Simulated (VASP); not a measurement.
FePt: single point with PBE

Crystal: FePt.

```
CELL_PARAMETERS angstrom
2.71585 0.00000 0.00000
-1.35792 2.35199 0.00000
0.00000 0.00000 4.40167
ATOMIC_POSITIONS crystal
Fe 0.33333 0.66667 0.50000
Pt 0.66667 0.33333 0.00000
```

```yaml
Program: VASP 6.6.1
Task: single point
Functional: PBE
Potentials_or_basis: VASP PAW PBE potentials, release 64 (Fe, Pt)
Cutoff: 600 eV
k_mesh: 6 × 6 × 4
Occupations: gaussian, width 0.1 eV
Spin: collinear spin, ferromagnetic start
Starting_moments: "[4.0, 0.0] μB"
Dipole_correction: no
Further_INCAR_settings: ALGO = Normal; EDIFF = 1e-06; NBANDS = 20
```

```yaml
Pressure: -0.3 GPa
Net_moment: 3.14 μB per cell
Site_moments: Fe +2.88; Pt +0.25 μB
Valence_electrons_inside_the_program's_atomic_spheres: Fe 6.96; Pt 9.40
```

Stress tensor (GPa, compression positive):
```
-0.40  0.00  0.00
 0.00 -0.40  0.00
 0.00  0.00 -0.12
```

Levels at points of the mesh, in eV from the Fermi level:
Spin up:
| k point | band 8 | band 9 | band 10 | band 11 | band 12 | band 13 | band 14 | band 15 |
| --- | --- | --- | --- | --- | --- | --- | --- | --- |
| (0.00, 0.00, 0.00) | -2.38 | -2.38 | -0.89 | -0.89 | -0.49 | 5.51 | 15.52 | 18.99 |
| (0.50, 0.00, 0.00) | -1.05 | -0.68 | 0.10 | 1.02 | 3.40 | 8.00 | 8.23 | 11.22 |
| (0.00, 0.00, 0.50) | -2.81 | -1.62 | -1.62 | -1.07 | -1.07 | 11.80 | 14.71 | 15.36 |
| (0.50, 0.00, 0.50) | -1.16 | -1.01 | 0.11 | 1.06 | 1.23 | 6.06 | 6.69 | 14.94 |
Spin down:
```csv
k point,band 5,band 6,band 7,band 8,band 9,band 10,band 11,band 12
"(0.00, 0.00, 0.00)",-1.46,-1.46,-1.03,-0.38,0.22,0.22,1.46,1.46
"(0.50, 0.00, 0.00)",-2.12,-0.75,-0.43,0.31,1.68,1.97,2.64,3.97
"(0.00, 0.00, 0.50)",-3.71,-1.60,-1.60,-0.72,0.62,0.62,1.36,1.36
"(0.50, 0.00, 0.50)",-1.69,-0.29,0.24,0.35,0.85,1.97,2.09,2.19
```

Run time: 45 s on 1 thread of Oxide Virtual Turin-like Processor, with other jobs on the host, peak memory 0.15 GiB.

Caveat: the k points lie up to 0.45 Å⁻¹ apart; spin-orbit coupling is left out, which moves the levels of the heavy elements.
